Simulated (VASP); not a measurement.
# BN (P4_2/mnm) in VASP: a series of runs

The runs below take BN through single point, with PBE.

Everything below comes from runs of VASP 6.6.1. Logs are shortened: lines on timing, memory, paths and dates and some standing lists are left out, and cuts for length are marked.

## Step 1: The cell of the first run

The structure is tetragonal, space group P4_2/mnm (No. 136). The conventional cell has a = 4.456 Å, b = 4.456 Å, c = 2.779 Å, α = 90.00°, β = 90.00°, γ = 90.00°. Within 2.1 Å of B (site symmetry m2m) lie 4 N at 1.61 to 1.64 Å. N (site symmetry m2m) has 4 B at 1.61 to 1.64 Å within 2.1 Å.

## Step 2: Single point, PBE

INCAR

```
PREC = Accurate ; ENCUT = 520
EDIFF = 1E-6 ; ISMEAR = 0
SIGMA = 0.05 ; LREAL = False
LASPH = True ; NELM = 80
ALGO = Normal ; ISIF = 2
LWAVE = False ; LCHARG = False
GGA = PE ; NBANDS = 26
```

KPOINTS

```
regular mesh
0
Gamma
  6 6 10
```

POSCAR

```
BN
1.0
    4.4559000000      0.0000000000      0.0000000000
    0.0000000000      4.4559000000      0.0000000000
    0.0000000000      0.0000000000      2.7786000000
B N
4 4
Direct
    0.1742811368      0.8257188632      0.5000000000
    0.3257188632      0.3257188632      0.0000000000
    0.6742811368      0.6742811368      0.0000000000
    0.8257188632      0.1742811368      0.5000000000
    0.8126115048      0.8126115048      0.5000000000
    0.3126115048      0.6873884952      0.0000000000
    0.6873884952      0.3126115048      0.0000000000
    0.1873884952      0.1873884952      0.5000000000
```

Potentials or basis: VASP PAW PBE potentials, release 64 (B, N).

On the command line:

```bash
> cat potpaw_PBE.64/B/POTCAR potpaw_PBE.64/N/POTCAR > POTCAR
> mpirun -np 1 vasp_std > vasp.out
```

OUTCAR:

```text
PREC = Accurate
   ENCUT = 520
   EDIFF = 1E-6
   ISMEAR = 0
   LREAL = False
   LASPH = True
   NELM = 80
   ISIF = 2
   GGA = PE

 ion  position               nearest neighbor table
   1  0.174  0.826  0.500-   5 1.61   8 1.61   6 1.64   6 1.64
   2  0.326  0.326  0.000-   6 1.61   7 1.61   8 1.64   8 1.64
   3  0.674  0.674  0.000-   6 1.61   7 1.61   5 1.64   5 1.64
   4  0.826  0.174  0.500-   5 1.61   8 1.61   7 1.64   7 1.64
   5  0.813  0.813  0.500-   1 1.61   4 1.61   3 1.64   3 1.64
   6  0.313  0.687  0.000-   2 1.61   3 1.61   1 1.64   1 1.64
   7  0.687  0.313  0.000-   2 1.61   3 1.61   4 1.64   4 1.64
   8  0.187  0.187  0.500-   1 1.61   4 1.61   2 1.64   2 1.64

  LATTYP: Found a simple tetragonal cell.
 ALAT       =     4.4559000000
 C/A-ratio  =     0.6235777284

  Lattice vectors:

 A1 = (   4.4559000000,   0.0000000000,   0.0000000000)
 A2 = (   0.0000000000,   4.4559000000,   0.0000000000)
 A3 = (   0.0000000000,   0.0000000000,   2.7786000000)

Analysis of symmetry for initial positions (statically):
=====================================================================
 Subroutine PRICEL returns:
 Original cell was already a primitive cell.

 Routine SETGRP: Setting up the symmetry group for a
 simple tetragonal supercell.

 Subroutine GETGRP returns: Found 16 space group operations
 (whereof  8 operations were pure point group operations)
 out of a pool of 16 trial point group operations.

The static configuration has the point symmetry D_2h.
 The point group associated with its full space group is D_4h.

Analysis of symmetry for dynamics (positions and initial velocities):
=====================================================================
 Subroutine PRICEL returns:
 Original cell was already a primitive cell.

 Routine SETGRP: Setting up the symmetry group for a
 simple tetragonal supercell.

 Subroutine GETGRP returns: Found 16 space group operations
 (whereof  8 operations were pure point group operations)
 out of a pool of 16 trial point group operations.

The dynamic configuration has the point symmetry D_2h.
 The point group associated with its full space group is D_4h.

 Subroutine INISYM returns: Found 16 space group operations
 (whereof  8 operations are pure point group operations),
 and found     1 'primitive' translations

----------------------------------------------------------------------------------------

                                     Primitive cell

  volume of cell :      55.1692

  direct lattice vectors                    reciprocal lattice vectors
     4.455900000  0.000000000  0.000000000     0.224421553  0.000000000  0.000000000
     0.000000000  4.455900000  0.000000000     0.000000000  0.224421553  0.000000000
     0.000000000  0.000000000  2.778600000     0.000000000  0.000000000  0.359893472

  length of vectors
     4.455900000  4.455900000  2.778600000     0.224421553  0.224421553  0.359893472

  position of ions in fractional coordinates (direct lattice)
     0.174281137  0.825718863  0.500000000
     0.325718863  0.325718863  0.000000000
     0.674281137  0.674281137  0.000000000
     0.825718863  0.174281137  0.500000000
     0.812611505  0.812611505  0.500000000
     0.312611505  0.687388495  0.000000000
     0.687388495  0.312611505  0.000000000
     0.187388495  0.187388495  0.500000000

  ion indices of the primitive-cell ions
   primitive index   ion index
                 1           1
                 2           2
                 3           3
                 4           4
                 5           5
                 6           6
                 7           7
                 8           8

----------------------------------------------------------------------------------------

 KPOINTS: regular mesh

Automatic generation of k-mesh.
 Grid dimensions read from file:
 generate k-points for:    6    6   10

 Generating k-lattice:

  Cartesian coordinates                     Fractional coordinates (reciprocal lattice)
     0.037403592  0.000000000  0.000000000     0.166666667  0.000000000  0.000000000
     0.000000000  0.037403592  0.000000000     0.000000000  0.166666667  0.000000000
     0.000000000  0.000000000  0.035989347     0.000000000  0.000000000  0.100000000

  Length of vectors
     0.037403592  0.037403592  0.035989347

  Shift w.r.t. Gamma in fractional coordinates (k-lattice)
     0.000000000  0.000000000  0.000000000

 Subroutine IBZKPT returns following result:
 ===========================================

 Found     60 irreducible k-points:

 Following reciprocal coordinates:
            Coordinates               Weight
  0.000000  0.000000  0.000000      1.000000
  0.166667  0.000000  0.000000      4.000000
  0.333333  0.000000  0.000000      4.000000
  0.500000  0.000000  0.000000      2.000000
  0.166667  0.166667  0.000000      4.000000
  0.333333  0.166667  0.000000      8.000000
[... 16 lines left out ...]
  0.333333  0.000000  0.200000      8.000000
  0.500000  0.000000  0.200000      4.000000
 [... further k-points ...]
   k-points           NKPTS =     60   k-points in BZ     NKDIM =     60   number of bands    NBANDS=     26
   number of dos      NEDOS =    301   number of ions     NIONS =      8
   total plane-waves  NPLWV =  31104
   dimension x,y,z NGX =    36 NGY =   36 NGZ =   24
   dimension x,y,z NGXF=    72 NGYF=   72 NGZF=   48
   ions per type =               4   4
   NGX,Y,Z   is equivalent  to a cutoff of  13.43, 13.43, 14.36 a.u.
   NGXF,Y,Z  is equivalent  to a cutoff of  26.86, 26.86, 28.72 a.u.
 SYSTEM =  unknown system
   PREC   = accura    normal or accurate (medium, high low for compatibility)
   ISTART =      0    job   : 0-new  1-cont  2-samecut
   ICHARG =      2    charge: 1-file 2-atom 10-const
   ISPIN  =      1    spin polarized calculation?
   LNONCOLLINEAR =      F non collinear calculations
   LSORBIT =      F    spin-orbit coupling
   LASPH  =      T    aspherical Exc in radial PAW
   ENCUT  =  520.0 eV  38.22 Ry    6.18 a.u.   8.29  8.29  5.17*2*pi/ulx,y,z
   NELM   =     80;   NELMIN=  2; NELMDL= -5     # of ELM steps
   EDIFF  = 0.1E-05   stopping-criterion for ELM
   LREAL  =      F    real-space projection
   EDIFFG = 0.1E-04   stopping-criterion for IOM
   NSW    =      0    number of steps for IOM
   IBRION =     -1    ionic relax: 0-MD 1-quasi-New 2-CG
   NFREE  =      0    steps in history (QN), initial steepest desc. (CG)
   ISIF   =      2    stress and relaxation
   ISYM   =      2    0-nonsym 1-usesym 2-fastsym
   POTIM  = 0.5000    time-step for ionic-motion
   TEBEG  =    0.0;   TEEND  =   0.0 temperature during run
   PSTRESS=    0.0 pullay stress
   NELECT =      32.0000    total number of electrons
   NUPDOWN=      -1.0000    fix difference up-down
   EMIN   =  10.00;   EMAX   =-10.00  energy-range for DOS
   EFERMI =   0.00;   METHOD = LEGACY
   ISMEAR =     0;   SIGMA  =   0.05  broadening in eV -4-tet -1-fermi 0-gaus
   EFERMI_NEDOS =   21; number of points for ismear=-14 and -15
   IALGO  =     38    algorithm
   IMIX   =      4    mixing-type and parameters
     AMIX     =   0.40;   BMIX     =  1.00
     AMIX_MAG =   1.60;   BMIX_MAG =  1.00
  volume/ion in A,a.u.               =       6.90        46.54
  Fermi-wavevector in a.u.,A,eV,Ry     =   1.365293  2.580030 25.361599  1.864025
  Thomas-Fermi vector in A             =   2.491534
   LORBIT       =      0    0 simple, 1 ext, 2 COOP (PROOUT), +10 PAW based schemes
   GGA     = PE    functional components
   LHFCALC =     F    Hartree Fock is set to
   AEXX    =    0.0000 exact exchange contribution
   IVDW    =     0    specifies the selected vdW correction
   LEPSILON=     F    determine dielectric tensor
   LRPA    =     F    only Hartree local field effects (RPA)
 non-spin polarized calculation
 Gauss-broadening in eV      SIGMA  =   0.05
  energy-cutoff  :      520.00
  volume of cell :       55.17
 maximum number of plane-waves:      1511
 NGX is ok and might be reduce to    36
   NGX = 17   NGY = 17   NGZ = 11

 number of electron      32.0000004 magnetization

 Free energy of the ion-electron system (eV)
  ---------------------------------------------------
  ext. energy  EPLUGINS =         0.00000000
  ---------------------------------------------------
  free energy    TOTEN  =       -67.95752940 eV

  energy without entropy =      -67.95752940  energy(sigma->0) =      -67.95752940

 E-fermi :   6.0413     XC(G=0): -11.9774

 val. band max:        5.8349725971   @ k =   0.0000   0.0000   0.0000
 cond. band min:      10.5309407776   @ k =   0.0000   0.0000   0.0000
 fundamental gap:      4.6959681805
 Fermi energy:         6.0412653027

 k-point     1 :       0.0000    0.0000    0.0000
  band No.  band energies     occupation
      1     -13.2939      2.00000
      2      -9.4081      2.00000
      3      -9.3553      2.00000
      4      -9.3553      2.00000
      5      -2.9725      2.00000
      6      -2.4621      2.00000
[... 18 lines left out ...]
     25      15.6867      0.00000
     26      17.0451      0.00000

 k-point     2 :       0.1667    0.0000    0.0000
  band No.  band energies     occupation
      1     -13.1550      2.00000
      2     -10.2678      2.00000
      3      -9.2747      2.00000
      4      -8.7976      2.00000
      5      -3.1935      2.00000
      6      -2.0471      2.00000
[... 18 lines left out ...]
     25      16.4575      0.00000
     26      16.6436      0.00000

 k-point     3 :       0.3333    0.0000    0.0000
  band No.  band energies     occupation
      1     -12.7452      2.00000
      2     -11.2284      2.00000
      3      -9.0572      2.00000
      4      -8.6325      2.00000
      5      -3.3752      2.00000
      6      -2.3974      2.00000
[... 572 lines left out ...]
 k-point    23 :       0.3333    0.0000    0.2000
  band No.  band energies     occupation
      1     -12.2675      2.00000
      2     -10.8360      2.00000
      3      -8.7748      2.00000
      4      -8.5016      2.00000
      5      -2.9314      2.00000
      6      -2.1737      2.00000
[... 18 lines left out ...]
     25      16.1072      0.00000
     26      16.2986      0.00000

 k-point    24 :       0.5000    0.0000    0.2000
  band No.  band energies     occupation
      1     -11.6403      2.00000
      2     -11.6403      2.00000
      3      -8.5847      2.00000
      4      -8.5847      2.00000
      5      -2.7419      2.00000
      6      -2.7419      2.00000
[... 18 lines left out ...]
     25      16.2471      0.00000
     26      16.2471      0.00000

 [... further k-points ...]
[... 5 lines left out ...]
  --------------------------------------------------------------------------------------
  -------------------------------------------------------------------------------------
  Total       -4.0898920     -4.0898920    -22.1577375     -0.0000000      0.0000000      0.0000000
  in kB     -118.7751321   -118.7751321   -643.4859853     -0.0000000      0.0000000      0.0000000
  external PRESSURE =    -293.6787498 kB  Pullay stress =       0.0000000 kB

 VOLUME and BASIS-vectors are now :
 -----------------------------------------------------------------------------
  energy-cutoff  :      520.00
  volume of cell :       55.17
      direct lattice vectors                 reciprocal lattice vectors
     4.455900000  0.000000000  0.000000000     0.224421553  0.000000000  0.000000000
     0.000000000  4.455900000  0.000000000     0.000000000  0.224421553  0.000000000
     0.000000000  0.000000000  2.778600000     0.000000000  0.000000000  0.359893472

 POSITION                                       TOTAL-FORCE (eV/Angst)
 -----------------------------------------------------------------------------------
      0.77658      3.67932      1.38930        -0.085331      0.085331      0.000000
      1.45137      1.45137      0.00000         0.085331      0.085331      0.000000
      3.00453      3.00453      0.00000        -0.085331     -0.085331     -0.000000
      3.67932      0.77658      1.38930         0.085331     -0.085331     -0.000000
      3.62092      3.62092      1.38930        -0.134678     -0.134678     -0.000000
      1.39297      3.06293      0.00000        -0.134678      0.134678      0.000000
      3.06293      1.39297      0.00000         0.134678     -0.134678     -0.000000
      0.83498      0.83498      1.38930         0.134678      0.134678      0.000000
 -----------------------------------------------------------------------------------
    total drift:                               -0.000000     -0.000000      0.000000

  FREE ENERGIE OF THE ION-ELECTRON SYSTEM (eV)
  ---------------------------------------------------
  free  energy   TOTEN  =       -67.9575293979 eV

  energy  without entropy=      -67.9575293979  energy(sigma->0) =      -67.95752940
```

Wall time 58 s (1 thread of Intel Xeon Platinum 8259CL at 2.50GHz (Skylake/Cascade Lake), shared host); peak memory 0.21 GiB.

What came out:

| Quantity | Value |
| --- | --- |
| Free energy | -67.9575 eV |
| Pressure | -29.4 GPa |
| Largest force | 0.190 eV/Å |
| Band gap on the k mesh | 4.70 eV, direct |

Forces on the atoms (eV/Å):
```
B   -0.085  0.085  0.000
B    0.085  0.085  0.000
B   -0.085 -0.085  0.000
B    0.085 -0.085  0.000
N   -0.135 -0.135  0.000
N   -0.135  0.135  0.000
N    0.135 -0.135  0.000
N    0.135  0.135  0.000
```

Stress tensor (GPa, compression positive):
```
-11.88   0.00   0.00
  0.00 -11.88   0.00
  0.00   0.00 -64.35
```

A k mesh can miss the band edges. As with any semilocal functional, this PBE gap is likely too small.

(Part 1 of 2 ends here.)
